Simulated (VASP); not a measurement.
# MnSb (Fm-3m) in VASP: notebook

Aim: see how the results for MnSb move with the level of theory and the settings. Levels: PBE-based screened hybrid with 5 % exact exchange, PBE-based screened hybrid with 10 % exact exchange, PBE-based screened hybrid with 15 % exact exchange. Tasks: single point.

Everything below comes from runs of VASP 6.6.1. Logs are shortened: lines on timing, memory, paths and dates and some standing lists are left out, and cuts for length are marked.

## Step 1: The cell of the first run

The structure is cubic, space group Fm-3m (No. 225). Conventional cell: a = 5.590 Å, b = 5.590 Å, c = 5.590 Å, α = 90.00°, β = 90.00°, γ = 90.00°. Sb (site symmetry m-3m) has 6 Mn at 2.80 Å within 3.7 Å. Mn (site symmetry m-3m) has 6 Sb at 2.80 Å within 3.7 Å.

## Step 2: Single point, PBE-based screened hybrid with 5 % exact exchange, collinear spin, ferromagnetic start

Contents of POSCAR:

```
MnSb
1.0
    0.0000000000      2.7950160000      2.7950160000
    2.7950160000      0.0000000000      2.7950160000
    2.7950160000      2.7950160000      0.0000000000
Sb Mn
1 1
Direct
    0.5000000000      0.5000000000      0.5000000000
    0.0000000000      0.0000000000      0.0000000000
```

Contents of INCAR.step1:

```
SYSTEM = MnSb
PREC = Accurate
ENCUT = 520
EDIFF = 1E-5
ISMEAR = -1
SIGMA = 0.05
LREAL = .False.
LASPH = .True.
NELM = 150
ALGO = Normal
ISIF = 2
LWAVE = .True.
ISPIN = 2
MAGMOM = 0 4
LORBIT = 11
LMAXMIX = 4
NBANDS = 20
GGA = PE
```

Contents of INCAR.step2:

```
SYSTEM = MnSb
PREC = Accurate
ENCUT = 520
EDIFF = 1E-6
ISMEAR = -1
SIGMA = 0.05
LREAL = .False.
LASPH = .True.
NELM = 150
ALGO = Normal
ISIF = 2
LWAVE = .False.
LCHARG = .True.
ISPIN = 2
MAGMOM = 0 4
LORBIT = 11
LMAXMIX = 4
GGA = PE
LHFCALC = .True.
AEXX = 0.05
HFSCREEN = 0.2
PRECFOCK = Normal
LELF = .True.
LVHAR = .True.
NBANDS = 20
ISTART = 1
```

Contents of KPOINTS:

```
Automatic mesh
0
Gamma
  4 4 4
  0 0 0
```

Potentials or basis: VASP PAW PBE potentials, release 64 (Sb, Mn_pv).

Command:

```
$ cat potpaw_PBE.64/Sb/POTCAR potpaw_PBE.64/Mn_pv/POTCAR > POTCAR
$ cp INCAR.step1 INCAR
$ mpirun -np 1 vasp_std > vasp.out
$ cp INCAR.step2 INCAR
$ mpirun -np 1 vasp_std > vasp.out
```

OUTCAR:

```text
SYSTEM = MnSb
   PREC = Accurate
   ENCUT = 520
   EDIFF = 1E-6
   ISMEAR = -1
   LREAL = .False.
   LASPH = .True.
   NELM = 150
   ISIF = 2
   ISPIN = 2
   LORBIT = 11
   GGA = PE
   LHFCALC = .True.
   AEXX = 0.05
   HFSCREEN = 0.2
   PRECFOCK = Normal
   ISTART = 1

 ion  position               nearest neighbor table
   1  0.500  0.500  0.500-   2 2.80   2 2.80   2 2.80   2 2.80   2 2.80   2 2.80
   2  0.000  0.000  0.000-   1 2.80   1 2.80   1 2.80   1 2.80   1 2.80   1 2.80

  LATTYP: Found a face centered cubic cell.
 ALAT       =     5.5900320000

  Lattice vectors:

 A1 = (   0.0000000000,   2.7950160000,   2.7950160000)
 A2 = (   2.7950160000,   0.0000000000,   2.7950160000)
 A3 = (   2.7950160000,   2.7950160000,   0.0000000000)

Analysis of symmetry for initial positions (statically):
=====================================================================
 Subroutine PRICEL returns:
 Original cell was already a primitive cell.

 Routine SETGRP: Setting up the symmetry group for a
 face centered cubic supercell.

 Subroutine GETGRP returns: Found 48 space group operations
 (whereof 48 operations were pure point group operations)
 out of a pool of 48 trial point group operations.

The static configuration has the point symmetry O_h .

Analysis of symmetry for dynamics (positions and initial velocities):
=====================================================================
 Subroutine PRICEL returns:
 Original cell was already a primitive cell.

 Routine SETGRP: Setting up the symmetry group for a
 face centered cubic supercell.

 Subroutine GETGRP returns: Found 48 space group operations
 (whereof 48 operations were pure point group operations)
 out of a pool of 48 trial point group operations.

The dynamic configuration has the point symmetry O_h .

Analysis of structural, dynamic, and magnetic symmetry:
=====================================================================
 Subroutine PRICEL returns:
 Original cell was already a primitive cell.

 Routine SETGRP: Setting up the symmetry group for a
 face centered cubic supercell.

 Subroutine GETGRP returns: Found 48 space group operations
 (whereof 48 operations were pure point group operations)
 out of a pool of 48 trial point group operations.

The overall configuration has the point symmetry O_h .

 Subroutine INISYM returns: Found 48 space group operations
 (whereof 48 operations are pure point group operations),
 and found     1 'primitive' translations

----------------------------------------------------------------------------------------

                                     Primitive cell
[... 106 lines left out ...]
   AEXX    =    0.0500 exact exchange contribution
   HFSCREEN=    0.2000 screening length (either q_TF or 0.3 A-1)
   HFSCREENC=   0.2000 screening length for correlation (either q_TF or 0.3 A-1)
   ENCUTFOCK=  -1.0 apply spherical cutoff to Coloumb kernel
   IVDW    =     0    specifies the selected vdW correction
   LEPSILON=     F    determine dielectric tensor
   LRPA    =     F    only Hartree local field effects (RPA)
 spin polarized calculation
  energy-cutoff  :      520.00
  volume of cell :       43.67
 maximum number of plane-waves:      1243
 NGX is ok and might be reduce to    30
  NGX = 24; NGY = 24; NGZ = 24

 number of electron      17.9999988 magnetization       3.9217518

 Free energy of the ion-electron system (eV)
  ---------------------------------------------------
  ext. energy  EPLUGINS =         0.00000000
  ---------------------------------------------------
  free energy    TOTEN  =       -13.82782300 eV

  energy without entropy =      -13.81572839  energy(sigma->0) =      -13.82177570

 E-fermi :   7.5946     XC(G=0): -10.2042

 val. band max:        7.5397789100   @ k =   0.2500   0.2500   0.0000
 cond. band min:       7.6132962892   @ k =   0.2500   0.2500   0.0000
 fundamental gap:      0.0735173792
 Fermi energy:         7.5946467658

 spin component 1

 k-point     1 :       0.0000    0.0000    0.0000
  band No.  band energies     occupation
      1     -43.6939      1.00000
      2     -43.6939      1.00000
      3     -43.6939      1.00000
      4      -4.1663      1.00000
      5       4.0695      1.00000
      6       4.0695      1.00000
[... 160 lines left out ...]
      6       3.2216      1.00000
[... 12 lines left out ...]
     19      22.5636      0.00000
     20      23.6823      0.00000
 Fermi energy:         7.5946467658

 spin component 2

 k-point     1 :       0.0000    0.0000    0.0000
  band No.  band energies     occupation
      1     -39.2680      1.00000
      2     -39.2680      1.00000
      3     -39.2680      1.00000
      4      -4.1254      1.00000
      5       8.0261      0.00018
      6       8.0261      0.00018
[... 173 lines left out ...]
     19      22.3613      0.00000
     20      23.8819      0.00000

------------------------ aborting loop because EDIFF is reached ----------------------------------------

  FORCE on cell =-STRESS in cart. coord.  units (eV):
  Direction    XX          YY          ZZ          XY          YZ          ZX
  --------------------------------------------------------------------------------------
  -------------------------------------------------------------------------------------
  Total        0.3734825      0.3734825      0.3734825      0.0000000      0.0000000     -0.0000000
  in kB       13.7024422     13.7024422     13.7024422      0.0000000      0.0000000     -0.0000000
  external PRESSURE =      13.7024422 kB  Pullay stress =       0.0000000 kB

 VOLUME and BASIS-vectors are now :
 -----------------------------------------------------------------------------
  energy-cutoff  :      520.00
  volume of cell :       43.67
      direct lattice vectors                 reciprocal lattice vectors
     0.000000000  2.795016000  2.795016000    -0.178889853  0.178889853  0.178889853
     2.795016000  0.000000000  2.795016000     0.178889853 -0.178889853  0.178889853
     2.795016000  2.795016000  0.000000000     0.178889853  0.178889853 -0.178889853

 POSITION                                       TOTAL-FORCE (eV/Angst)
 -----------------------------------------------------------------------------------
      2.79502      2.79502      2.79502        -0.000000     -0.000000     -0.000000
      0.00000      0.00000      0.00000         0.000000      0.000000      0.000000
 -----------------------------------------------------------------------------------
    total drift:                               -0.000000     -0.000001     -0.000001

  FREE ENERGIE OF THE ION-ELECTRON SYSTEM (eV)
  ---------------------------------------------------
  free  energy   TOTEN  =       -13.8278230032 eV

  energy  without entropy=      -13.8157283911  energy(sigma->0) =      -13.82177570

 total charge

# of ion       s       p       d       tot
------------------------------------------
    1        1.157   1.333   0.033   2.523
    2        0.279   6.185   4.981  11.446
--------------------------------------------------
tot          1.436   7.518   5.014  13.969

 magnetization (x)

# of ion       s       p       d       tot
------------------------------------------
    1        0.024  -0.171   0.010  -0.136
    2        0.077   0.030   3.811   3.918
--------------------------------------------------
tot          0.101  -0.141   3.821   3.781
```

Run time: 15 min. Hardware: 1 thread of Intel Xeon Platinum 8559C (Emerald Rapids), shared host; peak memory 0.31 GiB.

Results:

| Quantity | Value |
| --- | --- |
| Free energy | -13.8278 eV |
| Pressure | 1.4 GPa |
| Net moment | 3.92 μB per cell |
| Site moments | Sb -0.14; Mn +3.92 μB |
| Valence electrons inside the program's atomic spheres | Sb 2.52; Mn 11.45 |

Levels at points of the mesh, in eV from the Fermi level:
Spin up:
```
           k point  band 7  band 8  band 9  band 10  band 11  band 12  band 13  band 14  band 15  band 16
(0.00, 0.00, 0.00)   -3.53   -3.25   -3.25     1.39     1.39     1.39     5.09     8.23     8.27     8.27
(0.50, 0.00, 0.00)   -4.12   -3.15   -3.15    -2.77     2.75     2.75     4.08     4.93     4.93     8.03
(0.50, 0.50, 0.00)   -3.07   -3.06   -3.06    -2.12    -1.52    -1.52     0.93     4.85    12.72    12.72
```
Spin down:
| k point | band 3 | band 4 | band 5 | band 6 | band 7 | band 8 | band 9 | band 10 | band 11 | band 12 |
| --- | --- | --- | --- | --- | --- | --- | --- | --- | --- | --- |
| (0.00, 0.00, 0.00) | -46.86 | -11.72 | 0.43 | 0.43 | 0.60 | 0.60 | 0.60 | 1.30 | 1.30 | 1.30 |
| (0.50, 0.00, 0.00) | -46.86 | -9.60 | -5.69 | -1.82 | -1.82 | 1.35 | 1.35 | 1.55 | 4.28 | 4.46 |
| (0.50, 0.50, 0.00) | -46.87 | -9.21 | -4.71 | -1.47 | -1.47 | -0.48 | 0.79 | 1.20 | 1.67 | 1.67 |

Caveat: the k points lie up to 0.49 Å⁻¹ apart; the PAW data sets were made with another functional, which shifts forces and pressure a little; spin-orbit coupling is left out, which moves the levels of the heavy elements; a cell with one magnetic atom can't hold antiferromagnetic order, which such compounds often take.

## Step 3: Single point, PBE-based screened hybrid with 10 % exact exchange, collinear spin, ferromagnetic start

POSCAR is that of step 2.

Contents of INCAR.step1:

```
ALGO = Normal ; EDIFF = 1E-5
ENCUT = 520 ; GGA = PE
ISIF = 2 ; ISMEAR = -1
ISPIN = 2 ; LASPH = T
LCHARG = F ; LMAXMIX = 4
LORBIT = 11 ; LREAL = F
LWAVE = T ; MAGMOM = 0 4
NBANDS = 20 ; NELM = 150
PREC = Accurate ; SIGMA = 0.05
```

Contents of INCAR.step2:

```
AEXX = 0.1 ; ALGO = Normal
EDIFF = 1E-6 ; ENCUT = 520
GGA = PE ; HFSCREEN = 0.2
ISIF = 2 ; ISMEAR = -1
ISPIN = 2 ; ISTART = 1
LASPH = T ; LCHARG = F
LHFCALC = T ; LMAXMIX = 4
LORBIT = 11 ; LREAL = F
LWAVE = F ; MAGMOM = 0 4
NBANDS = 20 ; NELM = 150
PREC = Accurate ; PRECFOCK = Normal
SIGMA = 0.05
```

Contents of KPOINTS:

```
k-points
0
Gamma
  4 4 4
```

Potentials or basis: VASP PAW PBE potentials, release 64 (Sb, Mn_pv).

Command:

```
$ cat potpaw_PBE.64/Sb/POTCAR potpaw_PBE.64/Mn_pv/POTCAR > POTCAR
$ cp INCAR.step1 INCAR
$ mpirun -np 1 vasp_std > vasp.out
$ cp INCAR.step2 INCAR
$ mpirun -np 1 vasp_std > vasp.out
```

Wall time 17 min (1 thread of Intel Xeon Platinum 8559C (Emerald Rapids), shared host); peak memory 0.31 GiB.

Results (log left out):

```yaml
Free_energy: -14.9174 eV
Pressure: 2.4 GPa
Band_gap_on_the_k_mesh: zero (filled and empty bands overlap)
Net_moment: 4.00 μB per cell
Site_moments: Sb -0.16; Mn +4.03 μB
Valence_electrons_inside_the_program's_atomic_spheres: Sb 2.57; Mn 11.43
```

Levels at points of the mesh, in eV from the Fermi level:
Spin up:
| k point | band 9 | band 10 | band 11 | band 12 | band 13 | band 14 |
| --- | --- | --- | --- | --- | --- | --- |
| (0.00, 0.00, 0.00) | -3.72 | 1.46 | 1.46 | 1.46 | 5.24 | 8.36 |
| (0.50, 0.00, 0.00) | -3.66 | -3.20 | 2.75 | 2.75 | 4.18 | 5.02 |
| (0.50, 0.50, 0.00) | -3.54 | -2.53 | -1.55 | -1.55 | 0.96 | 4.87 |
Spin down:
| k point | band 3 | band 4 | band 5 | band 6 | band 7 | band 8 | band 9 | band 10 | band 11 | band 12 |
| --- | --- | --- | --- | --- | --- | --- | --- | --- | --- | --- |
| (0.00, 0.00, 0.00) | -47.43 | -12.00 | 0.68 | 0.68 | 0.92 | 0.92 | 0.92 | 1.31 | 1.31 | 1.31 |
| (0.50, 0.00, 0.00) | -47.43 | -9.82 | -5.85 | -1.81 | -1.81 | 1.75 | 1.75 | 1.94 | 4.38 | 4.79 |
| (0.50, 0.50, 0.00) | -47.43 | -9.42 | -4.86 | -1.55 | -1.55 | -0.28 | 1.08 | 1.39 | 2.10 | 2.10 |

Caveat: the k points lie up to 0.49 Å⁻¹ apart, too coarse for converged energies and pressures of a metal; the PAW data sets were made with another functional, which shifts forces and pressure a little; spin-orbit coupling is left out, which moves the levels of the heavy elements; a cell with one magnetic atom can't hold antiferromagnetic order, which such compounds often take.

## Step 4: Single point, PBE-based screened hybrid with 15 % exact exchange, collinear spin, ferromagnetic start

POSCAR is that of step 3.

Contents of INCAR.step1:

```
SYSTEM = MnSb
PREC     = Accurate       ! precision mode
ENCUT    = 520            ! plane-wave cutoff, eV
EDIFF    = 1E-5           ! SCF threshold, eV
ISMEAR   = -1             ! smearing method
SIGMA    = 0.05           ! smearing width, eV
LREAL    = .False.        ! projectors in reciprocal space
LASPH    = .True.         ! aspherical terms in the spheres
NELM     = 150            ! most SCF steps
ALGO     = Normal         ! electronic algorithm
ISIF     = 2              ! what is computed and relaxed
LWAVE    = .True.         ! write WAVECAR
LCHARG   = .False.        ! write CHGCAR
ISPIN    = 2              ! spin polarisation
MAGMOM   = 0 4            ! initial moments
LORBIT   = 11             ! projections on sites
LMAXMIX  = 4              ! l up to which the mixer works
NBANDS   = 20             ! bands
GGA      = PE             ! functional
```

Contents of INCAR.step2:

```
SYSTEM = MnSb
PREC     = Accurate       ! precision mode
ENCUT    = 520            ! plane-wave cutoff, eV
EDIFF    = 1E-6           ! SCF threshold, eV
ISMEAR   = -1             ! smearing method
SIGMA    = 0.05           ! smearing width, eV
LREAL    = .False.        ! projectors in reciprocal space
LASPH    = .True.         ! aspherical terms in the spheres
NELM     = 150            ! most SCF steps
ALGO     = Normal         ! electronic algorithm
ISIF     = 2              ! what is computed and relaxed
LWAVE    = .False.        ! write WAVECAR
LCHARG   = .False.        ! write CHGCAR
ISPIN    = 2              ! spin polarisation
MAGMOM   = 0 4            ! initial moments
LORBIT   = 11             ! projections on sites
LMAXMIX  = 4              ! l up to which the mixer works
GGA      = PE             ! functional
LHFCALC  = .True.         ! exact exchange
AEXX     = 0.15           ! exact-exchange fraction
HFSCREEN = 0.2            ! screening, 1/A
PRECFOCK = Normal       
NBANDS   = 20             ! bands
ISTART   = 1
```

Contents of KPOINTS:

```
regular mesh
0
Gamma
  4 4 4
  0 0 0
```

Command:

```
$ cat potpaw_PBE.64/Sb/POTCAR potpaw_PBE.64/Mn_pv/POTCAR > POTCAR
$ cp INCAR.step1 INCAR
$ mpirun -np 1 vasp_std > vasp.out
$ cp INCAR.step2 INCAR
$ mpirun -np 1 vasp_std > vasp.out
```

Run time: 26 min. Hardware: 1 thread of AMD EPYC 7R43 (Zen 3), shared host; peak memory 0.28 GiB.

The run converged. Its results:

```yaml
Free_energy: -16.0516 eV
Pressure: 3.0 GPa
Band_gap_on_the_k_mesh: zero (filled and empty bands overlap)
Net_moment: 4.02 μB per cell
Site_moments: Sb -0.20; Mn +4.11 μB
Valence_electrons_inside_the_program's_atomic_spheres: Sb 2.62; Mn 11.42
```

Levels at points of the mesh, in eV from the Fermi level:
Spin up:
```
           k point  band 9  band 10  band 11  band 12  band 13  band 14
(0.00, 0.00, 0.00)   -4.16     1.54     1.54     1.54     5.40     8.48
(0.50, 0.00, 0.00)   -4.11    -3.58     2.77     2.77     4.29     5.13
(0.50, 0.50, 0.00)   -3.99    -2.90    -1.55    -1.55     1.01     4.92
```
Spin down:
| k point | band 3 | band 4 | band 5 | band 6 | band 7 | band 8 | band 9 | band 10 | band 11 | band 12 |
| --- | --- | --- | --- | --- | --- | --- | --- | --- | --- | --- |
| (0.00, 0.00, 0.00) | -47.97 | -12.28 | 0.98 | 0.98 | 1.24 | 1.24 | 1.24 | 1.30 | 1.30 | 1.30 |
| (0.50, 0.00, 0.00) | -47.97 | -10.06 | -6.01 | -1.80 | -1.80 | 2.17 | 2.17 | 2.33 | 4.48 | 5.14 |
| (0.50, 0.50, 0.00) | -47.98 | -9.64 | -5.02 | -1.64 | -1.64 | -0.08 | 1.42 | 1.57 | 2.54 | 2.54 |

Caveat: the k points lie up to 0.49 Å⁻¹ apart, too coarse for converged energies and pressures of a metal; the PAW data sets were made with another functional, which shifts forces and pressure a little; spin-orbit coupling is left out, which moves the levels of the heavy elements; a cell with one magnetic atom can't hold antiferromagnetic order, which such compounds often take.

## Step 5: Overview

```csv
level,share of exact exchange,gap on the mesh (eV),pressure (GPa),moment (μB)
PBE-based screened hybrid with 5 % exact exchange,0.05,none,1.4,3.92
PBE-based screened hybrid with 10 % exact exchange,0.1,none,2.4,4.00
PBE-based screened hybrid with 15 % exact exchange,0.15,none,3.0,4.02
```

Alike in all rows: task single point; potentials or basis VASP PAW PBE potentials, release 64 (Sb, Mn_pv); spin collinear, ferromagnetic start; cell as given; k mesh 4 × 4 × 4; cutoff (eV) 520; smearing fermi-dirac 0.05 eV.

Caveats: all runs use coarse meshes; the PAW data sets were made with another functional, which shifts forces and pressure a little; spin-orbit coupling is left out, which moves the levels of the heavy elements; a cell with one magnetic atom can't hold antiferromagnetic order, which such compounds often take.

Absolute energies hang on the potentials; compare differences alone.
